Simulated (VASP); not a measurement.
AlGa3N4, 8 atoms in the cell. The structure is orthorhombic, space group Cmm2 (No. 35). The conventional cell has a = 6.324 Å, b = 6.324 Å, c = 4.472 Å, α = 90.00°, β = 90.00°, γ = 90.00°. Al (site symmetry mm2) has 4 N at 1.89 Å within 2.5 Å. Within 2.5 Å of Ga (site symmetry mm2) lie 4 N at 1.90 to 2.01 Å. Ga (site symmetry 2) has 4 N at 1.95 Å within 2.6 Å. Within 2.5 Å of N (site symmetry m) lie 1 Al at 1.89 Å and 3 Ga at 1.95 to 2.01 Å. N (site symmetry m) has 1 Al at 1.89 Å and 3 Ga at 1.90 to 1.95 Å within 2.5 Å.  This cell differs from its parent crystal: atom 2 (Ga) moved -0.100 Å along Cartesian [0 0 1].

| Item | Value |
| --- | --- |
| Program | VASP 6.6.1 |
| Task | single point |
| Functional | PBEsol |
| Potentials or basis | VASP PAW PBE potentials, release 64 (Al, Ga_d, N) |
| Cutoff | 520 eV |
| k mesh | 6 × 6 × 6 |
| Occupations | gaussian, width 0.05 eV |
| Spin | no spin polarisation |
| Dipole correction | no |
| Further INCAR settings | ALGO = Normal; EDIFF = 1e-06; NBANDS = 41 |

Potentials or basis: VASP PAW PBE potentials, release 64 (Al, Ga_d, N).

Launch:

```console
$ cat potpaw_PBE.64/Al/POTCAR potpaw_PBE.64/Ga_d/POTCAR potpaw_PBE.64/N/POTCAR > POTCAR
$ mpirun -np 1 vasp_std > vasp.out
```

Hardware: 1 thread of AMD EPYC 9R45 96-Core Processor (Zen 5), with other jobs on the host.

Problem. Estimate the wall time of this run.

Solution. Wall time 2.3 min on 1 thread of AMD EPYC 9R45 96-Core Processor (Zen 5), on a shared host, peak memory 0.27 GiB. Counts: scf iterations 15, k points 52.
